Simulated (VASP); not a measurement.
# Zr7B (Fm-3m) in VASP: single point with PBE

Aim: the single point of Zr7B with PBE.

All numbers are computed with VASP 6.6.1; they aren't measurements. Logs are shortened: lines on timing, memory, paths and dates and some standing lists are left out, and cuts for length are marked.

## 1. The cell of the first run

It takes space group Fm-3m (No. 225, cubic). The conventional cell has a = 8.754 Å, b = 8.754 Å, c = 8.754 Å, α = 90.00°, β = 90.00°, γ = 90.00°. Zr (site symmetry mmm) has 10 Zr at 3.09 Å and 2 B at 3.09 Å within 4.1 Å. Zr (site symmetry m-3m) has 12 Zr at 3.09 Å within 4.1 Å. B (site symmetry m-3m) has 12 Zr at 3.09 Å within 4.1 Å.

## 2. Single point, PBE

Contents of INCAR:

```
ALGO = Normal
EDIFF = 1E-7
ENCUT = 520
GGA = PE
ISIF = 2
ISMEAR = 0
LASPH = T
LCHARG = T
LELF = T
LREAL = F
LVHAR = T
LWAVE = F
NBANDS = 54
NELM = 80
PREC = Accurate
SIGMA = 0.2
```

Contents of KPOINTS:

```
k-points
0
Gamma
  4 4 4
```

Contents of POSCAR:

```
Zr7B
1.0
    0.0000000000      4.3768927367      4.3768927367
    4.3768927367      0.0000000000      4.3768927367
    4.3768927367      4.3768927367      0.0000000000
Zr B
7 1
Direct
    0.5000000000      0.0000000000      0.0000000000
    0.0000000000      0.5000000000      0.5000000000
    0.0000000000      0.5000000000      0.0000000000
    0.5000000000      0.0000000000      0.5000000000
    0.0000000000      0.0000000000      0.5000000000
    0.5000000000      0.5000000000      0.0000000000
    0.5000000000      0.5000000000      0.5000000000
    0.0000000000      0.0000000000      0.0000000000
```

Potentials or basis: VASP PAW PBE potentials, release 64 (Zr_sv, B).

Launch:

```bash
> cat potpaw_PBE.64/Zr_sv/POTCAR potpaw_PBE.64/B/POTCAR > POTCAR
> mpirun -np 1 vasp_std > vasp.out
```

OUTCAR:

```text
EDIFF = 1E-7
   ENCUT = 520
   GGA = PE
   ISIF = 2
   ISMEAR = 0
   LASPH = T
   LREAL = F
   NELM = 80
   PREC = Accurate

 ion  position               nearest neighbor table
   1  0.500  0.000  0.000-   4 3.09   6 3.09   4 3.09   5 3.09   7 3.09   3 3.09   6 3.09   7 3.09
                             3 3.09   5 3.09
   2  0.000  0.500  0.500-   3 3.09   5 3.09   7 3.09   3 3.09   6 3.09   4 3.09   5 3.09   4 3.09
                             6 3.09   7 3.09
   3  0.000  0.500  0.000-   2 3.09   6 3.09   2 3.09   5 3.09   7 3.09   1 3.09   5 3.09   1 3.09
                             6 3.09   7 3.09
   4  0.500  0.000  0.500-   1 3.09   5 3.09   7 3.09   1 3.09   6 3.09   2 3.09   6 3.09   7 3.09
                             2 3.09   5 3.09
   5  0.000  0.000  0.500-   2 3.09   4 3.09   1 3.09   3 3.09   2 3.09   3 3.09   7 3.09   1 3.09
                             4 3.09   7 3.09
   6  0.500  0.500  0.000-   1 3.09   3 3.09   7 3.09   2 3.09   4 3.09   7 3.09   1 3.09   4 3.09
                             2 3.09   3 3.09
   7  0.500  0.500  0.500-   2 3.09   4 3.09   6 3.09   1 3.09   3 3.09   6 3.09   1 3.09   4 3.09
                             5 3.09   2 3.09   3 3.09   5 3.09
   8  0.000  0.000  0.000-

  LATTYP: Found a face centered cubic cell.
 ALAT       =     8.7537854734

  Lattice vectors:

 A1 = (   0.0000000000,   4.3768927367,   4.3768927367)
 A2 = (   4.3768927367,   0.0000000000,   4.3768927367)
 A3 = (   4.3768927367,   4.3768927367,   0.0000000000)

Analysis of symmetry for initial positions (statically):
=====================================================================
 Subroutine PRICEL returns:
 Original cell was already a primitive cell.

 Routine SETGRP: Setting up the symmetry group for a
 face centered cubic supercell.

 Subroutine GETGRP returns: Found 48 space group operations
 (whereof 48 operations were pure point group operations)
 out of a pool of 48 trial point group operations.

The static configuration has the point symmetry O_h .

Analysis of symmetry for dynamics (positions and initial velocities):
=====================================================================
 Subroutine PRICEL returns:
 Original cell was already a primitive cell.

 Routine SETGRP: Setting up the symmetry group for a
 face centered cubic supercell.

 Subroutine GETGRP returns: Found 48 space group operations
 (whereof 48 operations were pure point group operations)
 out of a pool of 48 trial point group operations.

The dynamic configuration has the point symmetry O_h .

 Subroutine INISYM returns: Found 48 space group operations
 (whereof 48 operations are pure point group operations),
 and found     1 'primitive' translations

----------------------------------------------------------------------------------------

                                     Primitive cell

  volume of cell :     167.6979

  direct lattice vectors                    reciprocal lattice vectors
     0.000000000  4.376892737  4.376892737    -0.114236293  0.114236293  0.114236293
     4.376892737  0.000000000  4.376892737     0.114236293 -0.114236293  0.114236293
     4.376892737  4.376892737  0.000000000     0.114236293  0.114236293 -0.114236293

  length of vectors
     6.189861069  6.189861069  6.189861069     0.197863063  0.197863063  0.197863063

  position of ions in fractional coordinates (direct lattice)
     0.500000000  0.000000000  0.000000000
     0.000000000  0.500000000  0.500000000
     0.000000000  0.500000000  0.000000000
     0.500000000  0.000000000  0.500000000
     0.000000000  0.000000000  0.500000000
     0.500000000  0.500000000  0.000000000
     0.500000000  0.500000000  0.500000000
     0.000000000  0.000000000  0.000000000

  ion indices of the primitive-cell ions
   primitive index   ion index
                 1           1
                 2           2
                 3           3
                 4           4
                 5           5
                 6           6
                 7           7
                 8           8

----------------------------------------------------------------------------------------

 KPOINTS: k-points

Automatic generation of k-mesh.
 Grid dimensions read from file:
 generate k-points for:    4    4    4

 Generating k-lattice:

  Cartesian coordinates                     Fractional coordinates (reciprocal lattice)
    -0.028559073  0.028559073  0.028559073     0.250000000  0.000000000  0.000000000
     0.028559073 -0.028559073  0.028559073     0.000000000  0.250000000  0.000000000
     0.028559073  0.028559073 -0.028559073     0.000000000  0.000000000  0.250000000

  Length of vectors
     0.049465766  0.049465766  0.049465766

  Shift w.r.t. Gamma in fractional coordinates (k-lattice)
     0.000000000  0.000000000  0.000000000

 Subroutine IBZKPT returns following result:
 ===========================================

 Found      8 irreducible k-points:

 Following reciprocal coordinates:
            Coordinates               Weight
  0.000000  0.000000  0.000000      1.000000
  0.250000  0.000000  0.000000      8.000000
  0.500000  0.000000  0.000000      4.000000
  0.250000  0.250000  0.000000      6.000000
  0.500000  0.250000  0.000000     24.000000
 -0.250000  0.250000  0.000000     12.000000
  0.500000  0.500000  0.000000      3.000000
 -0.250000  0.500000  0.250000      6.000000
   k-points           NKPTS =      8   k-points in BZ     NKDIM =      8   number of bands    NBANDS=     54
   number of dos      NEDOS =    301   number of ions     NIONS =      8
   total plane-waves  NPLWV = 110592
   dimension x,y,z NGX =    48 NGY =   48 NGZ =   48
   dimension x,y,z NGXF=    96 NGYF=   96 NGZF=   96
   ions per type =               7   1
   NGX,Y,Z   is equivalent  to a cutoff of  12.89, 12.89, 12.89 a.u.
   NGXF,Y,Z  is equivalent  to a cutoff of  25.78, 25.78, 25.78 a.u.
 SYSTEM =  unknown system
   PREC   = accura    normal or accurate (medium, high low for compatibility)
   ISTART =      0    job   : 0-new  1-cont  2-samecut
   ICHARG =      2    charge: 1-file 2-atom 10-const
   ISPIN  =      1    spin polarized calculation?
   LNONCOLLINEAR =      F non collinear calculations
   LSORBIT =      F    spin-orbit coupling
   LASPH  =      T    aspherical Exc in radial PAW
   ENCUT  =  520.0 eV  38.22 Ry    6.18 a.u.  11.51 11.51 11.51*2*pi/ulx,y,z
   NELM   =     80;   NELMIN=  2; NELMDL= -5     # of ELM steps
   EDIFF  = 0.1E-06   stopping-criterion for ELM
   LREAL  =      F    real-space projection
   EDIFFG = 0.1E-05   stopping-criterion for IOM
   NSW    =      0    number of steps for IOM
   IBRION =     -1    ionic relax: 0-MD 1-quasi-New 2-CG
   NFREE  =      0    steps in history (QN), initial steepest desc. (CG)
   ISIF   =      2    stress and relaxation
   ISYM   =      2    0-nonsym 1-usesym 2-fastsym
   POTIM  = 0.5000    time-step for ionic-motion
   TEBEG  =    0.0;   TEEND  =   0.0 temperature during run
   PSTRESS=    0.0 pullay stress
   NELECT =      87.0000    total number of electrons
   NUPDOWN=      -1.0000    fix difference up-down
   EMIN   =  10.00;   EMAX   =-10.00  energy-range for DOS
   EFERMI =   0.00;   METHOD = LEGACY
   ISMEAR =     0;   SIGMA  =   0.20  broadening in eV -4-tet -1-fermi 0-gaus
   EFERMI_NEDOS =   21; number of points for ismear=-14 and -15
   IALGO  =     38    algorithm
   IMIX   =      4    mixing-type and parameters
     AMIX     =   0.40;   BMIX     =  1.00
     AMIX_MAG =   1.60;   BMIX_MAG =  1.00
  volume/ion in A,a.u.               =      20.96       141.46
  Fermi-wavevector in a.u.,A,eV,Ry     =   1.315443  2.485827 23.543387  1.730390
  Thomas-Fermi vector in A             =   2.445625
   LORBIT       =      0    0 simple, 1 ext, 2 COOP (PROOUT), +10 PAW based schemes
   GGA     = PE    functional components
   LHFCALC =     F    Hartree Fock is set to
   AEXX    =    0.0000 exact exchange contribution
   IVDW    =     0    specifies the selected vdW correction
   LEPSILON=     F    determine dielectric tensor
   LRPA    =     F    only Hartree local field effects (RPA)
 non-spin polarized calculation
 Gauss-broadening in eV      SIGMA  =   0.20
  energy-cutoff  :      520.00
  volume of cell :      167.70
 maximum number of plane-waves:      4573
 NGX is ok and might be reduce to    48
   NGX = 23   NGY = 23   NGZ = 23

 number of electron      87.0000002 magnetization

 Free energy of the ion-electron system (eV)
  ---------------------------------------------------
  ext. energy  EPLUGINS =         0.00000000
  ---------------------------------------------------
  free energy    TOTEN  =       -64.12617520 eV

  energy without entropy =      -63.88902750  energy(sigma->0) =      -64.00760135

 E-fermi :   8.7773     XC(G=0): -11.1941

 val. band max:        8.7703338276   @ k =  -0.2500   0.2500   0.0000
 cond. band min:       8.8263814467   @ k =  -0.2500   0.2500   0.0000
 fundamental gap:      0.0560476192
 Fermi energy:         8.7773295424

 k-point     1 :       0.0000    0.0000    0.0000
  band No.  band energies     occupation
      1     -39.7958      2.00000
      2     -39.6287      2.00000
      3     -39.6287      2.00000
      4     -39.6287      2.00000
      5     -39.5594      2.00000
      6     -39.5594      2.00000
[... 46 lines left out ...]
     53      11.4817      0.00000
     54      11.5395      0.00000

 k-point     2 :       0.2500    0.0000    0.0000
  band No.  band energies     occupation
      1     -39.7704      2.00000
      2     -39.6507      2.00000
      3     -39.6187      2.00000
      4     -39.6187      2.00000
      5     -39.5697      2.00000
      6     -39.5697      2.00000
[... 46 lines left out ...]
     53      11.0692      0.00000
     54      11.0692      0.00000

 k-point     3 :       0.5000    0.0000    0.0000
  band No.  band energies     occupation
      1     -39.7172      2.00000
      2     -39.7010      2.00000
      3     -39.5943      2.00000
      4     -39.5943      2.00000
      5     -39.5943      2.00000
      6     -39.5943      2.00000
[... 46 lines left out ...]
     53      11.2654      0.00000
     54      11.2657      0.00000

 k-point     4 :       0.2500    0.2500    0.0000
  band No.  band energies     occupation
      1     -39.7622      2.00000
      2     -39.6292      2.00000
      3     -39.6292      2.00000
      4     -39.6292      2.00000
      5     -39.5887      2.00000
      6     -39.5591      2.00000
[... 46 lines left out ...]
     53      10.7168      0.00000
     54      11.3809      0.00000

 k-point     5 :       0.5000    0.2500    0.0000
  band No.  band energies     occupation
      1     -39.7152      2.00000
      2     -39.6735      2.00000
      3     -39.6193      2.00000
      4     -39.6192      2.00000
      5     -39.5995      2.00000
      6     -39.5692      2.00000
[... 46 lines left out ...]
     53      11.0795      0.00000
     54      11.2674      0.00000

 k-point     6 :      -0.2500    0.2500    0.0000
  band No.  band energies     occupation
      1     -39.7336      2.00000
      2     -39.6652      2.00000
      3     -39.6332      2.00000
      4     -39.5947      2.00000
      5     -39.5939      2.00000
      6     -39.5756      2.00000
[... 46 lines left out ...]
     53      10.9047      0.00000
     54      11.5856      0.00000

 k-point     7 :       0.5000    0.5000    0.0000
  band No.  band energies     occupation
      1     -39.7014      2.00000
      2     -39.6466      2.00000
      3     -39.6298      2.00000
      4     -39.6296      2.00000
      5     -39.6296      2.00000
      6     -39.5587      2.00000
[... 46 lines left out ...]
     53      10.9452      0.00000
     54      10.9465      0.00000

 k-point     8 :      -0.2500    0.5000    0.2500
  band No.  band energies     occupation
      1     -39.6803      2.00000
      2     -39.6803      2.00000
      3     -39.6461      2.00000
      4     -39.6301      2.00000
      5     -39.5794      2.00000
      6     -39.5794      2.00000
[... 46 lines left out ...]
     53      11.4872      0.00000
     54      11.5400      0.00000

------------------------ aborting loop because EDIFF is reached ----------------------------------------

  FORCE on cell =-STRESS in cart. coord.  units (eV):
  Direction    XX          YY          ZZ          XY          YZ          ZX
  --------------------------------------------------------------------------------------
  -------------------------------------------------------------------------------------
  Total       -0.1481841     -0.1481841     -0.1481841      0.0000000      0.0000000     -0.0000000
  in kB       -1.4157428     -1.4157428     -1.4157428      0.0000000      0.0000000     -0.0000000
  external PRESSURE =      -1.4157428 kB  Pullay stress =       0.0000000 kB

 VOLUME and BASIS-vectors are now :
 -----------------------------------------------------------------------------
  energy-cutoff  :      520.00
  volume of cell :      167.70
      direct lattice vectors                 reciprocal lattice vectors
     0.000000000  4.376892737  4.376892737    -0.114236293  0.114236293  0.114236293
     4.376892737  0.000000000  4.376892737     0.114236293 -0.114236293  0.114236293
     4.376892737  4.376892737  0.000000000     0.114236293  0.114236293 -0.114236293

 POSITION                                       TOTAL-FORCE (eV/Angst)
 -----------------------------------------------------------------------------------
      0.00000      2.18845      2.18845        -0.000000     -0.000000      0.000000
      4.37689      2.18845      2.18845         0.000000     -0.000000      0.000000
      2.18845      0.00000      2.18845         0.000000      0.000000     -0.000000
      2.18845      4.37689      2.18845         0.000000     -0.000000      0.000000
      2.18845      2.18845      0.00000        -0.000000      0.000000     -0.000000
      2.18845      2.18845      4.37689        -0.000000      0.000000     -0.000000
      4.37689      4.37689      4.37689        -0.000000     -0.000000     -0.000000
      0.00000      0.00000      0.00000         0.000000      0.000000      0.000000
 -----------------------------------------------------------------------------------
    total drift:                                0.000000      0.000000      0.000000

  FREE ENERGIE OF THE ION-ELECTRON SYSTEM (eV)
  ---------------------------------------------------
  free  energy   TOTEN  =       -64.1261752021 eV

  energy  without entropy=      -63.8890274984  energy(sigma->0) =      -64.00760135
```

Wall time 71 s (1 thread of Intel Xeon 6975P-C (Granite Rapids), shared host); peak memory 0.33 GiB.

What came out:

- Free energy: -64.1262 eV
- Pressure: -0.1 GPa
